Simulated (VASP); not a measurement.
# GeSe (GeSe (Pnma)) (Pnma) in VASP: notebook

The runs below take GeSe (GeSe (Pnma)) through single point, with PBE.

All numbers are computed with VASP 6.6.1; they aren't measurements. Logs are shortened: lines on timing, memory, paths and dates and some standing lists are left out, and cuts for length are marked.

## Step 1: The cell of the first run

Symmetry: Pnma, No. 62, orthorhombic system. Conventional cell: a = 11.219 Å, b = 3.884 Å, c = 4.523 Å, α = 90.00°, β = 90.00°, γ = 90.00°. Within 3.4 Å of Ge (site symmetry m) lie 3 Se at 2.60 Å. Se (site symmetry m) has 3 Ge at 2.60 Å within 3.4 Å.

## Step 2: Single point, PBE

File INCAR:

```
SYSTEM = GeSe
  PREC = Accurate
  ENCUT = 500
  EDIFF = 1E-6
  ISMEAR = -1
  SIGMA = 0.01
  LREAL = .FALSE.
  LASPH = .TRUE.
  NELM = 120
  ALGO = Normal
  ISIF = 2
  LWAVE = .FALSE.
  LCHARG = .FALSE.
  GGA = PE
  NBANDS = 50
  GGA_COMPAT = .FALSE.
```

File KPOINTS:

```
Automatic mesh
0
G
  2 4 3
  0 0 0
```

File POSCAR:

```
GeSe
1.0
   11.2194459250      0.0000000000      0.0000000000
    0.0000000000      3.8843070175      0.0000000000
    0.0000000000      0.0000000000      4.5229355300
Ge Se
4 4
Direct
    0.1281229983      0.2500000000      0.1226400748
    0.8718770017      0.7500000000      0.8773599252
    0.3718770017      0.7500000000      0.6226400748
    0.6281229983      0.2500000000      0.3773599252
    0.8544219985      0.2500000000      0.4974056371
    0.1455780015      0.7500000000      0.5025943629
    0.6455780015      0.7500000000      0.9974056371
    0.3544219985      0.2500000000      0.0025943629
```

Potentials or basis: VASP PAW PBE potentials, release 64 (Ge_d, Se).

Started as:

```
$ cat potpaw_PBE.64/Ge_d/POTCAR potpaw_PBE.64/Se/POTCAR > POTCAR
$ mpirun -np 1 vasp_std > vasp.out
```

OUTCAR:

```text
SYSTEM = GeSe
   PREC = Accurate
   ENCUT = 500
   EDIFF = 1E-6
   ISMEAR = -1
   LREAL = .FALSE.
   LASPH = .TRUE.
   NELM = 120
   ISIF = 2
   GGA = PE

 ion  position               nearest neighbor table
   1  0.128  0.250  0.123-   8 2.60   6 2.60   6 2.60
   2  0.872  0.750  0.877-   7 2.60   5 2.60   5 2.60
   3  0.372  0.750  0.623-   6 2.60   8 2.60   8 2.60
   4  0.628  0.250  0.377-   5 2.60   7 2.60   7 2.60
   5  0.854  0.250  0.497-   4 2.60   2 2.60   2 2.60
   6  0.146  0.750  0.503-   3 2.60   1 2.60   1 2.60
   7  0.646  0.750  0.997-   2 2.60   4 2.60   4 2.60
   8  0.354  0.250  0.003-   1 2.60   3 2.60   3 2.60

  LATTYP: Found a simple orthorhombic cell.
 ALAT       =     3.8843070175
 B/A-ratio  =     1.1644124704
 C/A-ratio  =     2.8884034847

  Lattice vectors:

 A1 = (   0.0000000000,   3.8843070175,   0.0000000000)
 A2 = (   0.0000000000,   0.0000000000,   4.5229355300)
 A3 = (  11.2194459250,   0.0000000000,   0.0000000000)

Analysis of symmetry for initial positions (statically):
=====================================================================
 Subroutine PRICEL returns:
 Original cell was already a primitive cell.

 Routine SETGRP: Setting up the symmetry group for a
 simple orthorhombic supercell.

 Subroutine GETGRP returns: Found  8 space group operations
 (whereof  2 operations were pure point group operations)
 out of a pool of  8 trial point group operations.

The static configuration has the point symmetry S_2 .
 The point group associated with its full space group is D_2h.

Analysis of symmetry for dynamics (positions and initial velocities):
=====================================================================
 Subroutine PRICEL returns:
 Original cell was already a primitive cell.

 Routine SETGRP: Setting up the symmetry group for a
 simple orthorhombic supercell.

 Subroutine GETGRP returns: Found  8 space group operations
 (whereof  2 operations were pure point group operations)
 out of a pool of  8 trial point group operations.

The dynamic configuration has the point symmetry S_2 .
 The point group associated with its full space group is D_2h.

 Subroutine INISYM returns: Found  8 space group operations
 (whereof  2 operations are pure point group operations),
 and found     1 'primitive' translations

----------------------------------------------------------------------------------------

                                     Primitive cell

  volume of cell :     197.1085

  direct lattice vectors                    reciprocal lattice vectors
    11.219445925  0.000000000  0.000000000     0.089130961  0.000000000  0.000000000
     0.000000000  3.884307017  0.000000000     0.000000000  0.257446179  0.000000000
     0.000000000  0.000000000  4.522935530     0.000000000  0.000000000  0.221095347

  length of vectors
    11.219445925  3.884307017  4.522935530     0.089130961  0.257446179  0.221095347

  position of ions in fractional coordinates (direct lattice)
     0.128122998  0.250000000  0.122640075
     0.871877002  0.750000000  0.877359925
     0.371877002  0.750000000  0.622640075
     0.628122998  0.250000000  0.377359925
     0.854421999  0.250000000  0.497405637
     0.145578001  0.750000000  0.502594363
     0.645578001  0.750000000  0.997405637
     0.354421999  0.250000000  0.002594363

  ion indices of the primitive-cell ions
   primitive index   ion index
                 1           1
                 2           2
                 3           3
                 4           4
                 5           5
                 6           6
                 7           7
                 8           8

----------------------------------------------------------------------------------------

 KPOINTS: Automatic mesh

Automatic generation of k-mesh.
 Grid dimensions read from file:
 generate k-points for:    2    4    3

 Generating k-lattice:

  Cartesian coordinates                     Fractional coordinates (reciprocal lattice)
     0.044565481  0.000000000  0.000000000     0.500000000  0.000000000  0.000000000
     0.000000000  0.064361545  0.000000000     0.000000000  0.250000000  0.000000000
     0.000000000  0.000000000  0.073698449     0.000000000  0.000000000  0.333333333

  Length of vectors
     0.044565481  0.064361545  0.073698449

  Shift w.r.t. Gamma in fractional coordinates (k-lattice)
     0.000000000  0.000000000  0.000000000

 Subroutine IBZKPT returns following result:
 ===========================================

 Found     12 irreducible k-points:

 Following reciprocal coordinates:
            Coordinates               Weight
  0.000000  0.000000  0.000000      1.000000
  0.500000  0.000000  0.000000      1.000000
  0.000000  0.250000  0.000000      2.000000
  0.500000  0.250000  0.000000      2.000000
  0.000000  0.500000  0.000000      1.000000
  0.500000  0.500000  0.000000      1.000000
  0.000000  0.000000  0.333333      2.000000
  0.500000  0.000000  0.333333      2.000000
  0.000000  0.250000  0.333333      4.000000
  0.500000  0.250000  0.333333      4.000000
  0.000000  0.500000  0.333333      2.000000
  0.500000  0.500000  0.333333      2.000000
   k-points           NKPTS =     12   k-points in BZ     NKDIM =     12   number of bands    NBANDS=     50
   number of dos      NEDOS =    301   number of ions     NIONS =      8
   total plane-waves  NPLWV =  84672
   dimension x,y,z NGX =    84 NGY =   28 NGZ =   36
   dimension x,y,z NGXF=   168 NGYF=   56 NGZF=   72
   ions per type =               4   4
   NGX,Y,Z   is equivalent  to a cutoff of  12.45, 11.98, 13.23 a.u.
   NGXF,Y,Z  is equivalent  to a cutoff of  24.89, 23.97, 26.46 a.u.
 SYSTEM =  GeSe
   PREC   = accura    normal or accurate (medium, high low for compatibility)
   ISTART =      0    job   : 0-new  1-cont  2-samecut
   ICHARG =      2    charge: 1-file 2-atom 10-const
   ISPIN  =      1    spin polarized calculation?
   LNONCOLLINEAR =      F non collinear calculations
   LSORBIT =      F    spin-orbit coupling
   LASPH  =      T    aspherical Exc in radial PAW
   ENCUT  =  500.0 eV  36.75 Ry    6.06 a.u.  20.46  7.08  8.25*2*pi/ulx,y,z
   NELM   =    120;   NELMIN=  2; NELMDL= -5     # of ELM steps
   EDIFF  = 0.1E-05   stopping-criterion for ELM
   LREAL  =      F    real-space projection
   EDIFFG = 0.1E-04   stopping-criterion for IOM
   NSW    =      0    number of steps for IOM
   IBRION =     -1    ionic relax: 0-MD 1-quasi-New 2-CG
   NFREE  =      0    steps in history (QN), initial steepest desc. (CG)
   ISIF   =      2    stress and relaxation
   ISYM   =      2    0-nonsym 1-usesym 2-fastsym
   POTIM  = 0.5000    time-step for ionic-motion
   TEBEG  =    0.0;   TEEND  =   0.0 temperature during run
   PSTRESS=    0.0 pullay stress
   NELECT =      80.0000    total number of electrons
   NUPDOWN=      -1.0000    fix difference up-down
   EMIN   =  10.00;   EMAX   =-10.00  energy-range for DOS
   EFERMI =   0.00;   METHOD = LEGACY
   ISMEAR =    -1;   SIGMA  =   0.01  broadening in eV -4-tet -1-fermi 0-gaus
   EFERMI_NEDOS =   21; number of points for ismear=-14 and -15
   IALGO  =     38    algorithm
   IMIX   =      4    mixing-type and parameters
     AMIX     =   0.40;   BMIX     =  1.00
     AMIX_MAG =   1.60;   BMIX_MAG =  1.00
  volume/ion in A,a.u.               =      24.64       166.27
  Fermi-wavevector in a.u.,A,eV,Ry     =   1.212094  2.290526 19.989303  1.469172
  Thomas-Fermi vector in A             =   2.347589
   LORBIT       =      0    0 simple, 1 ext, 2 COOP (PROOUT), +10 PAW based schemes
   GGA     = PE    functional components
   LHFCALC =     F    Hartree Fock is set to
   AEXX    =    0.0000 exact exchange contribution
   IVDW    =     0    specifies the selected vdW correction
   LEPSILON=     F    determine dielectric tensor
   LRPA    =     F    only Hartree local field effects (RPA)
 non-spin polarized calculation
  energy-cutoff  :      500.00
  volume of cell :      197.11
 maximum number of plane-waves:      5048
 NGX is ok and might be reduce to    84
   NGX = 41   NGY = 15   NGZ = 17

 number of electron      80.0000083 magnetization

 Free energy of the ion-electron system (eV)
  ---------------------------------------------------
  ext. energy  EPLUGINS =         0.00000000
  ---------------------------------------------------
  free energy    TOTEN  =       -33.84905307 eV

  energy without entropy =      -33.84905307  energy(sigma->0) =      -33.84905307

 E-fermi :   3.9267     XC(G=0):  -9.5777

 val. band max:        3.6876116850   @ k =   0.0000   0.0000   0.3333
 cond. band min:       4.5500618162   @ k =   0.0000   0.0000   0.0000
 fundamental gap:      0.8624501312
 Fermi energy:         3.9266779122

 k-point     1 :       0.0000    0.0000    0.0000
  band No.  band energies     occupation
      1     -20.8452      2.00000
      2     -20.8440      2.00000
      3     -20.8425      2.00000
      4     -20.8419      2.00000
      5     -20.8410      2.00000
      6     -20.8408      2.00000
[... 42 lines left out ...]
     49       8.7157      0.00000
     50       8.8516      0.00000

 k-point     2 :       0.5000    0.0000    0.0000
  band No.  band energies     occupation
      1     -20.8447      2.00000
      2     -20.8447      2.00000
      3     -20.8422      2.00000
      4     -20.8422      2.00000
      5     -20.8407      2.00000
      6     -20.8407      2.00000
[... 42 lines left out ...]
     49       8.6894      0.00000
     50       8.6909      0.00000

 k-point     3 :       0.0000    0.2500    0.0000
  band No.  band energies     occupation
      1     -20.8446      2.00000
      2     -20.8444      2.00000
      3     -20.8443      2.00000
      4     -20.8441      2.00000
      5     -20.8399      2.00000
      6     -20.8393      2.00000
[... 466 lines left out ...]
     49       8.4912      0.00000
     50       8.4912      0.00000

 k-point    12 :       0.5000    0.5000    0.3333
  band No.  band energies     occupation
      1     -20.8471      2.00000
      2     -20.8471      2.00000
      3     -20.8471      2.00000
      4     -20.8471      2.00000
      5     -20.8361      2.00000
      6     -20.8361      2.00000
[... 42 lines left out ...]
     49       9.1167      0.00000
     50       9.1167      0.00000

------------------------ aborting loop because EDIFF is reached ----------------------------------------

  FORCE on cell =-STRESS in cart. coord.  units (eV):
  Direction    XX          YY          ZZ          XY          YZ          ZX
  --------------------------------------------------------------------------------------
  -------------------------------------------------------------------------------------
  Total        0.3082729      0.4865542     -0.5274539      0.0000000      0.0000000      0.0000000
  in kB        2.5057665      3.9549087     -4.2873577      0.0000000      0.0000000      0.0000000
  external PRESSURE =       0.7244392 kB  Pullay stress =       0.0000000 kB

 VOLUME and BASIS-vectors are now :
 -----------------------------------------------------------------------------
  energy-cutoff  :      500.00
  volume of cell :      197.11
      direct lattice vectors                 reciprocal lattice vectors
    11.219445925  0.000000000  0.000000000     0.089130961  0.000000000  0.000000000
     0.000000000  3.884307017  0.000000000     0.000000000  0.257446179  0.000000000
     0.000000000  0.000000000  4.522935530     0.000000000  0.000000000  0.221095347

 POSITION                                       TOTAL-FORCE (eV/Angst)
 -----------------------------------------------------------------------------------
      1.43747      0.97108      0.55469        -0.024113     -0.000000     -0.015074
      9.78198      2.91323      3.96824         0.024113      0.000000      0.015074
      4.17225      2.91323      2.81616         0.024113      0.000000     -0.015074
      7.04719      0.97108      1.70677        -0.024113      0.000000      0.015074
      9.58614      0.97108      2.24973         0.011805      0.000000     -0.011845
      1.63330      2.91323      2.27320        -0.011805      0.000000      0.011845
      7.24303      2.91323      4.51120        -0.011805      0.000000     -0.011845
      3.97642      0.97108      0.01173         0.011805      0.000000      0.011845
 -----------------------------------------------------------------------------------
    total drift:                                0.000000     -0.000000      0.000000

  FREE ENERGIE OF THE ION-ELECTRON SYSTEM (eV)
  ---------------------------------------------------
  free  energy   TOTEN  =       -33.8490530697 eV

  energy  without entropy=      -33.8490530697  energy(sigma->0) =      -33.84905307
```

It took 2.7 min on 1 thread of Intel Xeon 8259CL, shared host; peak memory 0.31 GiB.

Results:

```yaml
Free_energy: -33.8491 eV
Pressure: 0.1 GPa
Largest_force: 0.028 eV/Å
Band_gap_on_the_k_mesh: 0.86 eV, indirect (least direct gap 1.02 eV)
```

Forces on the atoms (eV/Å):
```
Ge  -0.024  0.000 -0.015
Ge   0.024  0.000  0.015
Ge   0.024  0.000 -0.015
Ge  -0.024  0.000  0.015
Se   0.012  0.000 -0.012
Se  -0.012  0.000  0.012
Se  -0.012  0.000 -0.012
Se   0.012  0.000  0.012
```

Caveat: the k points lie up to 0.46 Å⁻¹ apart. A k mesh can miss the band edges.

[end of part 1 of 2]
